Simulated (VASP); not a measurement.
# CoSi (Pm-3m) in VASP: settings compared, part 2 of 2

VASP 6.6.1. Earlier steps stand in the parts before.

## 3. Single point, PBEsol, collinear spin, ferromagnetic start (volume scaled by 0.96)

Input file INCAR:

```
SYSTEM = CoSi
ALGO = Normal
EDIFF = 1E-6
ENCUT = 520
GGA = PS
ISIF = 2
ISMEAR = -1
ISPIN = 2
LASPH = .True.
LCHARG = .False.
LMAXMIX = 4
LORBIT = 11
LREAL = .False.
LWAVE = .False.
MAGMOM = 2 0
NBANDS = 18
NELM = 150
PREC = Accurate
SIGMA = 0.05
```

Input file KPOINTS:

```
k-points
0
Gamma
  10 10 10
  0 0 0
```

Input file POSCAR:

```
CoSi
1.0
    2.7437437974      0.0000000000      0.0000000000
    0.0000000000      2.7437437974      0.0000000000
    0.0000000000      0.0000000000      2.7437437974
Co Si
1 1
Direct
    0.0000000000      0.0000000000      0.0000000000
    0.5000000000      0.5000000000      0.5000000000
```

Potentials or basis: VASP PAW PBE potentials, release 64 (Co, Si).

Launch:

```
cat potpaw_PBE.64/Co/POTCAR potpaw_PBE.64/Si/POTCAR > POTCAR
mpirun -np 1 vasp_std > vasp.out
```

Run time: 19 s. Hardware: 1 thread of AMD EPYC 9R45 (Zen 5), shared host; peak memory 0.12 GiB.

It converged, with:

```yaml
Free_energy: -14.5562 eV
Pressure: 2.7 GPa
Net_moment: 0.48 μB per cell
Site_moments: Co +0.48; Si +0.01 μB
Valence_electrons_inside_the_program's_atomic_spheres: Co 8.72; Si 1.60
```

Levels at points of the mesh, in eV from the Fermi level:
Spin up:
```
           k point  band 4  band 5  band 6  band 7  band 8  band 9  band 10  band 11
(0.00, 0.00, 0.00)   -1.61   -1.61   -1.61    3.09    3.09    3.09     7.57     7.57
(0.50, 0.00, 0.00)   -2.93   -2.93   -1.45   -0.66    6.62    8.43     8.43     9.56
(0.50, 0.50, 0.00)   -4.40   -2.47   -2.47   -0.99    1.58    1.79     8.42    13.79
(0.50, 0.50, 0.50)   -1.41   -0.95   -0.95    1.19    1.19    1.19     3.64     3.64
```
Spin down:
```tsv
k point	band 2	band 3	band 4	band 5	band 6	band 7	band 8	band 9	band 10	band 11
(0.00, 0.00, 0.00)	-3.85	-3.85	-1.27	-1.27	-1.27	3.12	3.12	3.12	7.81	7.81
(0.50, 0.00, 0.00)	-9.10	-2.96	-2.66	-2.66	-1.10	0.03	6.62	8.52	8.52	9.60
(0.50, 0.50, 0.00)	-5.44	-5.44	-4.04	-2.16	-2.16	-0.26	1.87	2.20	8.43	13.81
(0.50, 0.50, 0.50)	-6.11	-6.11	-1.39	-0.21	-0.21	1.23	1.23	1.23	3.88	3.88
```

Caveat: the PAW data sets were made with another functional, which shifts forces and pressure a little.

## 4. Single point, LDA, collinear spin, ferromagnetic start (volume scaled by 0.98)

Input file INCAR:

```
PREC = Accurate ; ENCUT = 520
EDIFF = 1E-7 ; ISMEAR = -1
SIGMA = 0.05 ; LREAL = False
LASPH = True ; NELM = 150
ALGO = Normal ; ISIF = 2
LWAVE = False ; LCHARG = True
ISPIN = 2 ; MAGMOM = 2 0
LORBIT = 11 ; LMAXMIX = 4
LELF = True ; LVHAR = True
NBANDS = 18
```

Input file KPOINTS:

```
Automatic mesh
0
Gamma
  10 10 10
```

Input file POSCAR:

```
CoSi
1.0
    2.7626667664      0.0000000000      0.0000000000
    0.0000000000      2.7626667664      0.0000000000
    0.0000000000      0.0000000000      2.7626667664
Co Si
1 1
Direct
    0.0000000000      0.0000000000      0.0000000000
    0.5000000000      0.5000000000      0.5000000000
```

Potentials or basis: VASP PAW LDA potentials, release 64 (Co, Si).

Launch:

```
cat potpaw_LDA.64/Co/POTCAR potpaw_LDA.64/Si/POTCAR > POTCAR
mpirun -np 1 vasp_std > vasp.out
```

OUTCAR:

```text
PREC = Accurate
   ENCUT = 520
   EDIFF = 1E-7
   ISMEAR = -1
   LREAL = False
   LASPH = True
   NELM = 150
   ISIF = 2
   ISPIN = 2
   LORBIT = 11

 ion  position               nearest neighbor table
   1  0.000  0.000  0.000-   2 2.39   2 2.39   2 2.39   2 2.39   2 2.39   2 2.39   2 2.39   2 2.39

   2  0.500  0.500  0.500-   1 2.39   1 2.39   1 2.39   1 2.39   1 2.39   1 2.39   1 2.39   1 2.39

  LATTYP: Found a simple cubic cell.
 ALAT       =     2.7626667664

  Lattice vectors:

 A1 = (   2.7626667664,   0.0000000000,   0.0000000000)
 A2 = (   0.0000000000,   2.7626667664,   0.0000000000)
[... 1222 lines left out ...]

 VOLUME and BASIS-vectors are now :
 -----------------------------------------------------------------------------
  energy-cutoff  :      520.00
  volume of cell :       21.09
      direct lattice vectors                 reciprocal lattice vectors
     2.762666766  0.000000000  0.000000000     0.361969099  0.000000000  0.000000000
     0.000000000  2.762666766  0.000000000     0.000000000  0.361969099  0.000000000
     0.000000000  0.000000000  2.762666766     0.000000000  0.000000000  0.361969099

 POSITION                                       TOTAL-FORCE (eV/Angst)
 -----------------------------------------------------------------------------------
      0.00000      0.00000      0.00000         0.000000      0.000000      0.000000
      1.38133      1.38133      1.38133         0.000000      0.000000      0.000000
 -----------------------------------------------------------------------------------
    total drift:                               -0.000000      0.000000      0.000000

  FREE ENERGIE OF THE ION-ELECTRON SYSTEM (eV)
  ---------------------------------------------------
  free  energy   TOTEN  =       -15.2262855512 eV

  energy  without entropy=      -15.2087875393  energy(sigma->0) =      -15.21753655

 total charge

# of ion       s       p       d       tot
------------------------------------------
    1        0.450   0.600   7.641   8.692
    2        0.714   0.880   0.000   1.594
--------------------------------------------------
tot          1.165   1.480   7.641  10.286

 magnetization (x)

# of ion       s       p       d       tot
------------------------------------------
    1        0.003   0.001   0.161   0.165
    2        0.000   0.003   0.000   0.003
--------------------------------------------------
tot          0.003   0.004   0.161   0.167
```

OSZICAR:

```text
N       E                     dE             d eps       ncg     rms          rms(c)
DAV:   1     0.457692321866E+02    0.45769E+02   -0.50820E+03  4136   0.771E+02
DAV:   2    -0.136918065454E+02   -0.59461E+02   -0.52275E+02  4542   0.168E+02
DAV:   3    -0.165030271708E+02   -0.28112E+01   -0.27476E+01  4780   0.382E+01
[... 13 lines left out ...]
DAV:  17    -0.152262807084E+02   -0.20593E-04   -0.18293E-04  4426   0.141E-01    0.855E-03
DAV:  18    -0.152262838824E+02   -0.31740E-05   -0.20693E-05  5972   0.425E-02    0.530E-03
DAV:  19    -0.152262845700E+02   -0.68758E-06   -0.23713E-06  6084   0.145E-02    0.410E-03
DAV:  20    -0.152262854878E+02   -0.91785E-06   -0.14904E-05  4488   0.400E-02    0.141E-03
DAV:  21    -0.152262855512E+02   -0.63435E-07   -0.60904E-07  5228   0.636E-03
   1 F= -.15226286E+02 E0= -.15217537E+02  d E =-.174980E-01  mag=     0.1657
```

stdout:

```text
POSCAR found type information on POSCAR CoSi
 POSCAR found :  2 types and       2 ions
 scaLAPACK will be used
 LDA part: xc-table for (Slater(with rela. corr.)+CA(PZ))
 , standard interpolation
 POSCAR, INCAR and KPOINTS ok, starting setup
 FFT: planning ... GRIDC
 FFT: planning ... GRID_SOFT
 FFT: planning ... GRID
 WAVECAR not read
 entering main loop
```

Wall time 41 s (1 thread of AMD EPYC 9R45 (Zen 5), shared host); peak memory 0.13 GiB.

Results:

* Free energy: -15.2263 eV
* Pressure: -8.5 GPa
* Net moment: 0.17 μB per cell
* Site moments: Co +0.17; Si +0.00 μB
* Valence electrons inside the program's atomic spheres: Co 8.69; Si 1.59

Levels at points of the mesh, in eV from the Fermi level:
Spin up:
| k point | band 4 | band 5 | band 6 | band 7 | band 8 | band 9 | band 10 | band 11 |
| --- | --- | --- | --- | --- | --- | --- | --- | --- |
| (0.00, 0.00, 0.00) | -1.33 | -1.33 | -1.33 | 3.13 | 3.13 | 3.13 | 7.78 | 7.78 |
| (0.50, 0.00, 0.00) | -2.65 | -2.65 | -1.17 | -0.28 | 6.82 | 8.30 | 8.30 | 9.61 |
| (0.50, 0.50, 0.00) | -4.00 | -2.17 | -2.17 | -0.58 | 1.68 | 2.03 | 8.23 | 13.69 |
| (0.50, 0.50, 0.50) | -1.52 | -0.54 | -0.54 | 1.42 | 1.42 | 1.42 | 3.76 | 3.76 |
Spin down:
| k point | band 3 | band 4 | band 5 | band 6 | band 7 | band 8 | band 9 | band 10 |
| --- | --- | --- | --- | --- | --- | --- | --- | --- |
| (0.00, 0.00, 0.00) | -3.75 | -1.21 | -1.21 | -1.21 | 3.13 | 3.13 | 3.13 | 7.85 |
| (0.50, 0.00, 0.00) | -2.93 | -2.55 | -2.55 | -1.05 | -0.08 | 6.82 | 8.33 | 8.33 |
| (0.50, 0.50, 0.00) | -5.18 | -3.90 | -2.06 | -2.06 | -0.37 | 1.78 | 2.15 | 8.23 |
| (0.50, 0.50, 0.50) | -5.87 | -1.52 | -0.33 | -0.33 | 1.44 | 1.44 | 1.44 | 3.84 |
